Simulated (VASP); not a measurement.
# B33N32 (a cell with a defect) in VASP: settings compared, part 2 of 2

VASP 6.6.1.

**3. Single point, PBEsol, collinear spin**

The input, INCAR:

```
SYSTEM = B33N32
ALGO = Normal
EDIFF = 1E-6
ENCUT = 520
GGA = PS
GGA_COMPAT = .FALSE.
ISIF = 2
ISMEAR = -1
ISPIN = 2
LASPH = .TRUE.
LCHARG = .TRUE.
LELF = .TRUE.
LORBIT = 11
LREAL = Auto
LVHAR = .TRUE.
LWAVE = .FALSE.
MAGMOM = 0 0 0 0 0 0 0 0.091 0 0.091 0 0 0 0 0 0 0 0 0.091 0 0 0 0 0 0 0 0 0 0.091 0 0 0 0.091 0 0 0 0 0 0 0 0 0.091 0.091 0 0 0 0 0 0 0.091 0 0.091 0 0 0 0 0 0.091 0 0 0 0.091 0 0 0
NBANDS = 172
NELECT = 257.0
NELM = 200
PREC = Accurate
SIGMA = 0.05
```

The input, KPOINTS:

```
k-points
0
G
  1 1 1
  0 0 0
```

The input, POSCAR:

```
B33N32
1.0
    7.2115910000      0.0000000000      0.0000000000
    0.0000000000      7.2115910000      0.0000000000
    0.0000000000      0.0000000000      7.2115910000
B N
33 32
Direct
    0.9982760000      0.9982260000      0.9977370000
    0.9998540000      0.9998340000      0.5003780000
    0.9998560000      0.5008730000      0.9993380000
    0.9991090000      0.5057810000      0.5052950000
    0.5008980000      0.9998350000      0.9993380000
    0.5058240000      0.9990890000      0.5052980000
    0.5058110000      0.5058020000      0.9985930000
    0.5017020000      0.5016970000      0.5011920000
    0.2458360000      0.2458160000      0.9920920000
    0.2504150000      0.2503690000      0.5286310000
    0.2512900000      0.7531280000      0.9980770000
    0.2507600000      0.7546130000      0.5026600000
    0.7531650000      0.2512560000      0.9980780000
    0.7546160000      0.2507240000      0.5026540000
    0.7511620000      0.7511310000      0.9998270000
    0.7512820000      0.7512540000      0.5014480000
    0.2458490000      0.9925830000      0.2453110000
    0.2512900000      0.9985730000      0.7526380000
    0.2504340000      0.5291340000      0.2498750000
    0.2507560000      0.5031500000      0.7540970000
    0.7531570000      0.9985760000      0.2507610000
    0.7511650000      0.0003190000      0.7506360000
    0.7546340000      0.5031450000      0.2502260000
    0.7512750000      0.5019450000      0.7507670000
    0.9926290000      0.2458080000      0.2453220000
    0.9985990000      0.2512590000      0.7526420000
    0.9985980000      0.7531410000      0.2507670000
    0.0003610000      0.7511250000      0.7506330000
    0.5291270000      0.2503690000      0.2498890000
    0.5031850000      0.2507330000      0.7541160000
    0.5031900000      0.7545980000      0.2502370000
    0.5019660000      0.7512600000      0.7507570000
    0.3040450000      0.3040380000      0.3035420000
    0.1228760000      0.1228270000      0.1223340000
    0.1246420000      0.1246100000      0.6299720000
    0.1246440000      0.6304680000      0.1241180000
    0.1277180000      0.6267270000      0.6262300000
    0.6304830000      0.1246200000      0.1241240000
    0.6267600000      0.1276760000      0.6262380000
    0.6267630000      0.6267290000      0.1271830000
    0.6262110000      0.6261880000      0.6256910000
    0.3717940000      0.3717910000      0.1209750000
    0.3775640000      0.3775360000      0.6321280000
    0.3765280000      0.8760900000      0.1245320000
    0.3767820000      0.8777920000      0.6261610000
    0.8761310000      0.3764890000      0.1245360000
    0.8778090000      0.3767530000      0.6261640000
    0.8755100000      0.8754840000      0.1254890000
    0.8762620000      0.8762290000      0.6257880000
    0.3718260000      0.1214810000      0.3712800000
    0.3765210000      0.1250280000      0.8755970000
    0.3775600000      0.6326300000      0.3770470000
    0.3767840000      0.6266510000      0.8772920000
    0.8761290000      0.1250310000      0.3759990000
    0.8755130000      0.1259790000      0.8749900000
    0.8778120000      0.6266600000      0.3762570000
    0.8762640000      0.6262810000      0.8757350000
    0.1214670000      0.3717450000      0.3712780000
    0.1250630000      0.3764960000      0.8756070000
    0.1250610000      0.8760990000      0.3759980000
    0.1260230000      0.8754770000      0.8749830000
    0.6326330000      0.3775440000      0.3770390000
    0.6266890000      0.3767530000      0.8772960000
    0.6266830000      0.8777910000      0.3762590000
    0.6263140000      0.8762280000      0.8757340000
```

Potentials or basis: VASP PAW PBE potentials, release 64 (B, N).

The run is started by

```sh
cat potpaw_PBE.64/B/POTCAR potpaw_PBE.64/N/POTCAR > POTCAR
mpirun -np 1 vasp_gam > vasp.out
```

Wall time 3.4 min (1 thread of Intel Xeon Platinum 8488C (Sapphire Rapids), shared host); peak memory 0.5 GiB.

Results (log left out):

| Quantity | Value |
| --- | --- |
| Free energy | -601.0121 eV |
| Largest force | 0.485 eV/Å |
| Net moment | 1.00 μB per cell |
| Site moments | B +0.00, +0.02, +0.01, +0.34 (each value once); N +0.01, +0.00, +0.02, -0.00 (each value once) μB |
| Valence electrons inside the program's atomic spheres | B 2.05, 2.03, 2.00, 1.99, 2.04, 2.02, 2.29 (each value once); N 3.97, 3.99, 3.93, 3.98 (each value once) |

Forces in eV/Å, atoms in the order of the input:
```
B   -0.030 -0.027 -0.028
B   -0.005 -0.007  0.026
B   -0.003  0.024 -0.005
B   -0.118  0.091  0.089
B    0.025 -0.006 -0.006
B    0.089 -0.119  0.091
B    0.092  0.087 -0.119
B    0.048  0.044  0.047
B   -0.008 -0.010 -0.149
B   -0.118 -0.117  0.186
B    0.098  0.137 -0.017
B    0.067  0.131  0.060
B    0.136  0.098 -0.015
B    0.134  0.070  0.062
B    0.120  0.120  0.029
B    0.093  0.093  0.051
B   -0.008 -0.148 -0.009
B    0.097 -0.015  0.136
B   -0.120  0.185 -0.117
B    0.069  0.062  0.134
B    0.137 -0.015  0.097
B    0.119  0.029  0.120
B    0.130  0.062  0.070
B    0.094  0.051  0.091
B   -0.151 -0.010 -0.011
B   -0.015  0.097  0.136
B   -0.014  0.135  0.096
B    0.028  0.120  0.120
B    0.190 -0.114 -0.116
B    0.061  0.067  0.130
B    0.061  0.133  0.068
B    0.053  0.092  0.093
B   -0.251 -0.248 -0.250
N    0.084  0.085  0.086
N    0.039  0.039 -0.116
N    0.038 -0.116  0.039
N   -0.006 -0.114 -0.114
N   -0.115  0.037  0.036
N   -0.114 -0.003 -0.113
N   -0.114 -0.113 -0.003
N   -0.057 -0.057 -0.057
N    0.052  0.050  0.474
N   -0.104 -0.104 -0.191
N   -0.076 -0.026 -0.043
N   -0.084 -0.018 -0.077
N   -0.027 -0.076 -0.044
N   -0.019 -0.084 -0.077
N   -0.067 -0.067 -0.051
N   -0.072 -0.072 -0.049
N    0.048  0.471  0.051
N   -0.076 -0.042 -0.024
N   -0.102 -0.191 -0.104
N   -0.085 -0.075 -0.020
N   -0.029 -0.045 -0.077
N   -0.067 -0.051 -0.067
N   -0.017 -0.078 -0.084
N   -0.073 -0.049 -0.071
N    0.478  0.056  0.054
N   -0.046 -0.077 -0.028
N   -0.044 -0.025 -0.076
N   -0.052 -0.068 -0.067
N   -0.189 -0.106 -0.104
N   -0.079 -0.083 -0.018
N   -0.076 -0.019 -0.084
N   -0.050 -0.071 -0.071
```

Levels at points of the mesh, in eV from the Fermi level:
Spin up:
```csv
k point,band 127,band 128,band 129,band 130,band 131,band 132
"(0.00, 0.00, 0.00)",-2.39,-2.39,-0.47,1.66,1.66,2.66
```
Spin down:
| k point | band 125 | band 126 | band 127 | band 128 | band 129 | band 130 | band 131 | band 132 |
| --- | --- | --- | --- | --- | --- | --- | --- | --- |
| (0.00, 0.00, 0.00) | -4.14 | -2.39 | -2.39 | -2.39 | 0.47 | 1.68 | 1.68 | 2.91 |

Caveat: the k points lie up to 0.87 Å⁻¹ apart, too coarse for converged energies, forces and pressures; the cell carries a net charge on a neutralising background, which shifts energy and pressure; the cell is charged against a uniform background, so pressure and absolute levels hang on convention; the PAW data sets were made with another functional, which shifts forces and pressure a little.

**4. Single point, HSE06**

The input, POSCAR:

```
B33N32
1.0
    7.2115910000      0.0000000000      0.0000000000
    0.0000000000      7.2115910000      0.0000000000
    0.0000000000      0.0000000000      7.2115910000
B N
33 32
Direct
    0.9997000000      0.9996720000      0.9991760000
    0.9994090000      0.9993800000      0.5011250000
    0.9994070000      0.5016220000      0.9988840000
    0.9998820000      0.5055820000      0.5050890000
    0.5016490000      0.9993800000      0.9988830000
    0.5056160000      0.9998520000      0.5050930000
    0.5056160000      0.5055860000      0.9993570000
    0.4577680000      0.4577400000      0.4572460000
    0.2472200000      0.2471910000      0.9949320000
    0.2469100000      0.2468900000      0.5317060000
    0.2523290000      0.7539110000      0.9978840000
    0.2518890000      0.7555770000      0.5029350000
    0.7539370000      0.2523000000      0.9978850000
    0.7556040000      0.2518580000      0.5029350000
    0.7517290000      0.7517000000      0.0000760000
    0.7486900000      0.7486610000      0.5059960000
    0.2472160000      0.9954240000      0.2466920000
    0.2523290000      0.9983820000      0.7534150000
    0.2469110000      0.5322040000      0.2463950000
    0.2518880000      0.5034290000      0.7550820000
    0.7539390000      0.9983790000      0.2518060000
    0.7517300000      0.0005730000      0.7512060000
    0.7556050000      0.5034280000      0.2513650000
    0.7486930000      0.5064870000      0.7481700000
    0.9954520000      0.2471900000      0.2466970000
    0.9984080000      0.2523010000      0.7534160000
    0.9984060000      0.7539100000      0.2518040000
    0.0006010000      0.7517000000      0.7512050000
    0.5322310000      0.2468860000      0.2463920000
    0.5034560000      0.2518610000      0.7550830000
    0.5034580000      0.7555770000      0.2513640000
    0.5065150000      0.7486650000      0.7481710000
    0.3210530000      0.3210240000      0.3205170000
    0.1242700000      0.1242430000      0.1237490000
    0.1225810000      0.1225540000      0.6311370000
    0.1225790000      0.6316320000      0.1220600000
    0.1285830000      0.6271840000      0.6266870000
    0.6316610000      0.1225530000      0.1220580000
    0.6272130000      0.1285550000      0.6266930000
    0.6272150000      0.6271850000      0.1280600000
    0.6327410000      0.6327110000      0.6322230000
    0.3717080000      0.3716810000      0.1211650000
    0.3725710000      0.3725440000      0.6376250000
    0.3769540000      0.8771750000      0.1245720000
    0.3774960000      0.8783520000      0.6265530000
    0.8772040000      0.3769250000      0.1245740000
    0.8783800000      0.3774650000      0.6265510000
    0.8763210000      0.8762910000      0.1263640000
    0.8777790000      0.8777510000      0.6264140000
    0.3717080000      0.1216540000      0.3711770000
    0.3769530000      0.1250700000      0.8766810000
    0.3725730000      0.6381190000      0.3720500000
    0.3774950000      0.6270480000      0.8778550000
    0.8772050000      0.1250680000      0.3764310000
    0.8763180000      0.1268600000      0.8757970000
    0.8783780000      0.6270440000      0.3769730000
    0.8777800000      0.6269100000      0.8772550000
    0.1216920000      0.3716730000      0.3711820000
    0.1250990000      0.3769260000      0.8766820000
    0.1250970000      0.8771740000      0.3764280000
    0.1268890000      0.8762910000      0.8757960000
    0.6381480000      0.3725430000      0.3720490000
    0.6270780000      0.3774660000      0.8778570000
    0.6270780000      0.8783480000      0.3769740000
    0.6269380000      0.8777510000      0.8772550000
```

The input, INCAR.step1:

```
SYSTEM = B33N32
  ALGO = Normal
  EDIFF = 1E-5
  ENCUT = 520
  GGA = PE
  GGA_COMPAT = .False.
  ISIF = 2
  ISMEAR = -1
  LASPH = .True.
  LREAL = Auto
  LWAVE = .True.
  NBANDS = 168
  NELECT = 258.0
  NELM = 120
  PREC = Accurate
  SIGMA = 0.05
```

The input, INCAR.step2:

```
SYSTEM = B33N32
  ALGO = Normal
  EDIFF = 1E-6
  ENCUT = 520
  GGA = PE
  GGA_COMPAT = .False.
  HFSCREEN = 0.2079
  ISIF = 2
  ISMEAR = -1
  ISTART = 1
  LASPH = .True.
  LCHARG = .True.
  LELF = .True.
  LHFCALC = .True.
  LREAL = Auto
  LVHAR = .True.
  LWAVE = .False.
  NBANDS = 168
  NELECT = 258.0
  NELM = 120
  PREC = Accurate
  PRECFOCK = Fast
  SIGMA = 0.05
```

The input, KPOINTS:

```
k-points
0
Gamma
  1 1 1
  0 0 0
```

Potentials or basis: VASP PAW PBE potentials, release 64 (B, N).

The run is started by

```sh
cat potpaw_PBE.64/B/POTCAR potpaw_PBE.64/N/POTCAR > POTCAR
cp INCAR.step1 INCAR
mpirun -np 1 vasp_gam > vasp.out
cp INCAR.step2 INCAR
mpirun -np 1 vasp_gam > vasp.out
```

OUTCAR:

```text
SYSTEM = B33N32
   EDIFF = 1E-6
   ENCUT = 520
   GGA = PE
   HFSCREEN = 0.2079
   ISIF = 2
   ISMEAR = -1
   ISTART = 1
   LASPH = .True.
   LHFCALC = .True.
   LREAL = Auto
   NELECT = 258.0
   NELM = 120
   PREC = Accurate
   PRECFOCK = Fast

 ion  position               nearest neighbor table
   1  1.000  1.000  0.999-  34 1.56  48 1.56  55 1.56  61 1.56
   2  0.999  0.999  0.501-  49 1.53  54 1.55  60 1.55  35 1.57
   3  0.999  0.502  0.999-  57 1.53  46 1.55  59 1.55  36 1.57
   4  1.000  0.506  0.505-  47 1.55  56 1.55  37 1.55  58 1.62
   5  0.502  0.999  0.999-  65 1.53  51 1.55  44 1.55  38 1.57
   6  0.506  1.000  0.505-  45 1.55  64 1.55  39 1.55  50 1.62
   7  0.506  0.506  0.999-  63 1.55  53 1.55  40 1.55  42 1.62
   8  0.458  0.458  0.457-  52 1.56  43 1.56  62 1.56  33 1.71
   9  0.247  0.247  0.995-  51 1.54  59 1.54  34 1.56  42 1.56
  10  0.247  0.247  0.532-  35 1.46  43 1.49  33 1.70  58 1.72  50 1.72
  11  0.252  0.754  0.998-  61 1.54  53 1.55  44 1.56  36 1.57
  12  0.252  0.756  0.503-  52 1.54  45 1.55  60 1.56  37 1.56
  13  0.754  0.252  0.998-  55 1.54  63 1.55  46 1.56  38 1.57
  14  0.756  0.252  0.503-  62 1.54  47 1.55  54 1.56  39 1.56
  15  0.752  0.752  0.000-  57 1.56  65 1.56  48 1.56  40 1.57
  16  0.749  0.749  0.506-  41 1.49  49 1.58  64 1.58  56 1.58
  17  0.247  0.995  0.247-  60 1.54  44 1.54  34 1.56  50 1.56
  18  0.252  0.998  0.753-  61 1.54  45 1.55  51 1.56  35 1.57
  19  0.247  0.532  0.246-  36 1.46  52 1.49  33 1.70  58 1.72  42 1.72
  20  0.252  0.503  0.755-  43 1.54  53 1.55  59 1.56  37 1.56
  21  0.754  0.998  0.252-  48 1.54  64 1.55  54 1.56  38 1.57
  22  0.752  0.001  0.751-  65 1.56  49 1.56  55 1.56  39 1.57
  23  0.756  0.503  0.251-  62 1.54  56 1.55  46 1.56  40 1.56
  24  0.749  0.506  0.748-  41 1.49  57 1.58  63 1.58  47 1.58
  25  0.995  0.247  0.247-  54 1.54  46 1.54  34 1.56  58 1.56
  26  0.998  0.252  0.753-  55 1.54  47 1.55  59 1.56  35 1.57
  27  0.998  0.754  0.252-  48 1.54  56 1.55  60 1.56  36 1.57
  28  0.001  0.752  0.751-  57 1.56  49 1.56  61 1.56  37 1.57
  29  0.532  0.247  0.246-  38 1.46  62 1.49  33 1.70  50 1.72  42 1.72
[... 308 lines left out ...]
   HFSCREENC=   0.2079 screening length for correlation (either q_TF or 0.3 A-1)
   ENCUTFOCK=  -1.0 apply spherical cutoff to Coloumb kernel
   IVDW    =     0    specifies the selected vdW correction
   LEPSILON=     F    determine dielectric tensor
   LRPA    =     F    only Hartree local field effects (RPA)
 non-spin polarized calculation
  energy-cutoff  :      520.00
  volume of cell :      375.05
 maximum number of plane-waves:      5030
 NGX is ok and might be reduce to    54
  NGX = 28; NGY = 28; NGZ = 28

 number of electron     258.0000003 magnetization

 Free energy of the ion-electron system (eV)
  ---------------------------------------------------
  ext. energy  EPLUGINS =         0.00000000
  ---------------------------------------------------
  free energy    TOTEN  =      -655.30317259 eV

  energy without entropy =     -655.30317259  energy(sigma->0) =     -655.30317259

 E-fermi :   9.2463     XC(G=0): -10.5496

 val. band max:        8.0291740326   @ k =   0.0000   0.0000   0.0000
 cond. band min:      12.3780777767   @ k =   0.0000   0.0000   0.0000
 fundamental gap:      4.3489037441
 Fermi energy:         9.2463260826

 k-point     1 :       0.0000    0.0000    0.0000
  band No.  band energies     occupation
      1     -15.8838      2.00000
      2     -14.1977      2.00000
      3     -13.6411      2.00000
      4     -13.6409      2.00000
      5     -13.3788      2.00000
      6     -13.3787      2.00000
[... 133 lines left out ...]
    140      16.0594      0.00000
    141      16.3190      0.00000
 [bands above 141 left out]

------------------------ aborting loop because EDIFF is reached ----------------------------------------

  FORCE on cell =-STRESS in cart. coord.  units (eV):
  Direction    XX          YY          ZZ          XY          YZ          ZX
  --------------------------------------------------------------------------------------
  -------------------------------------------------------------------------------------
  Total        4.1312441      4.1297417      4.1303825      3.6950783      3.7075566      3.6983139
  in kB       17.6481091     17.6416909     17.6444282     15.7848683     15.8381739     15.7986904
  external PRESSURE =      17.6447427 kB  Pullay stress =       0.0000000 kB

 VOLUME and BASIS-vectors are now :
 -----------------------------------------------------------------------------
  energy-cutoff  :      520.00
  volume of cell :      375.05
      direct lattice vectors                 reciprocal lattice vectors
     7.211591000  0.000000000  0.000000000     0.138665656  0.000000000  0.000000000
     0.000000000  7.211591000  0.000000000     0.000000000  0.138665656  0.000000000
     0.000000000  0.000000000  7.211591000     0.000000000  0.000000000  0.138665656

 POSITION                                       TOTAL-FORCE (eV/Angst)
 -----------------------------------------------------------------------------------
      7.20943      7.20923      7.20565         0.029705      0.029991      0.031414
      7.20733      7.20712      3.61391        -0.015425     -0.015740      0.038700
      7.20731      3.61749      7.20354        -0.015418      0.038610     -0.015811
      7.21074      3.64605      3.64250        -0.134410      0.110090      0.109874
      3.61769      7.20712      7.20354         0.039151     -0.015831     -0.015803
      3.64630      7.21052      3.64252         0.109166     -0.134274      0.109062
[... 57 lines left out ...]
      4.52223      6.33429      2.71858        -0.077898     -0.029558     -0.084221
      4.52122      6.32998      6.32640        -0.029340     -0.038306     -0.037905
 -----------------------------------------------------------------------------------
    total drift:                                0.035206      0.033735      0.024197

  FREE ENERGIE OF THE ION-ELECTRON SYSTEM (eV)
  ---------------------------------------------------
  free  energy   TOTEN  =      -655.3031725866 eV

  energy  without entropy=     -655.3031725865  energy(sigma->0) =     -655.30317259
```

It took 6.9 min on 1 thread of Intel Xeon Platinum 8488C (Sapphire Rapids), shared host; peak memory 0.54 GiB.

Results:

```
Free energy   : -655.3032 eV
Largest force : 0.551 eV/Å
```

Forces in eV/Å, atoms in the order of the input:
```
B    0.030  0.030  0.031
B   -0.015 -0.016  0.039
B   -0.015  0.039 -0.016
B   -0.134  0.110  0.110
B    0.039 -0.016 -0.016
B    0.109 -0.134  0.109
B    0.109  0.109 -0.134
B    0.212  0.212  0.212
B    0.000  0.000 -0.154
B   -0.144 -0.145  0.101
B    0.067  0.133 -0.017
B    0.051  0.162  0.077
B    0.134  0.068 -0.016
B    0.162  0.051  0.078
B    0.113  0.113  0.035
B    0.103  0.102  0.086
B    0.001 -0.153  0.001
B    0.067 -0.017  0.133
B   -0.144  0.102 -0.145
B    0.051  0.077  0.162
B    0.133 -0.017  0.068
B    0.113  0.035  0.113
B    0.162  0.077  0.052
B    0.103  0.086  0.102
B   -0.153  0.000  0.000
B   -0.017  0.067  0.133
B   -0.017  0.133  0.069
B    0.036  0.113  0.113
B    0.102 -0.145 -0.144
B    0.077  0.051  0.162
B    0.077  0.162  0.052
B    0.086  0.102  0.102
B   -0.319 -0.320 -0.316
N    0.014  0.014  0.013
N    0.107  0.107 -0.126
N    0.107 -0.126  0.107
N   -0.017 -0.118 -0.118
N   -0.126  0.107  0.107
N   -0.118 -0.017 -0.119
N   -0.119 -0.118 -0.018
N    0.050  0.051  0.049
N    0.032  0.031  0.493
N   -0.095 -0.095 -0.326
N   -0.084 -0.057 -0.079
N   -0.084 -0.030 -0.078
N   -0.057 -0.084 -0.079
N   -0.030 -0.084 -0.078
N   -0.062 -0.061 -0.063
N   -0.038 -0.038 -0.029
N    0.032  0.496  0.033
N   -0.084 -0.079 -0.057
N   -0.096 -0.326 -0.097
N   -0.084 -0.078 -0.030
N   -0.058 -0.079 -0.084
N   -0.060 -0.062 -0.061
N   -0.030 -0.077 -0.084
N   -0.038 -0.030 -0.038
N    0.493  0.032  0.032
N   -0.079 -0.085 -0.058
N   -0.079 -0.057 -0.084
N   -0.062 -0.061 -0.061
N   -0.326 -0.096 -0.096
N   -0.078 -0.084 -0.031
N   -0.078 -0.030 -0.084
N   -0.029 -0.038 -0.038
```

Levels at points of the mesh, in eV from the Fermi level:
```tsv
k point	band 126	band 127	band 128	band 129	band 130	band 131	band 132	band 133
(0.00, 0.00, 0.00)	-2.60	-2.60	-2.18	-1.22	3.13	3.13	4.16	4.93
```

Caveat: the k points lie up to 0.87 Å⁻¹ apart, too coarse for converged energies, forces and pressures; the cell carries a net charge on a neutralising background, which shifts energy and pressure; the cell is charged against a uniform background, so pressure and absolute levels hang on convention; the PAW data sets were made with another functional, which shifts forces and pressure a little.
